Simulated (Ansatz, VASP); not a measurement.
**CdS: VASP beside Ansatz**

```xyz
2
Lattice="-0.0146 2.9050 2.9050 2.9050 -0.0146 2.9050 2.9050 2.9050 -0.0146" Properties=species:S:1:pos:R:3 pbc="T T T"
Cd    0.0032    0.0032    0.0032
S     4.3434    4.3434    4.3434
```

Change from the starting cell: equal xy, yz and zx engineering shears of -0.5 %.

Alike in both runs: functional PBEsol; k mesh 6 × 6 × 6; non-collinear spin, spin-orbit coupling.

Ansatz relaxed the structure, and its values are those at the end. VASP's run is a single point on that final structure, the one shown.

|  | VASP | Ansatz |
| --- | --- | --- |
| version | VASP 6.6.1 | Ansatz 0.2.0 |
| potentials or method | VASP PAW PBE potentials, release 64 (Cd, S), cutoff 520 eV | all-electron LAPW |
| occupations | gaussian, width 0.01 eV | fixed |

|  | VASP | Ansatz | Ansatz less VASP |
| --- | --- | --- | --- |
| pressure (GPa) | 0.4 | 0.0 | -0.39 |
| net moment per atom (μB) | 0.00 | 0.00 | 0.000 |

VASP's potentials were made for PBE, not for PBEsol. Ansatz ran all-electron here, and VASP with PAW potentials.
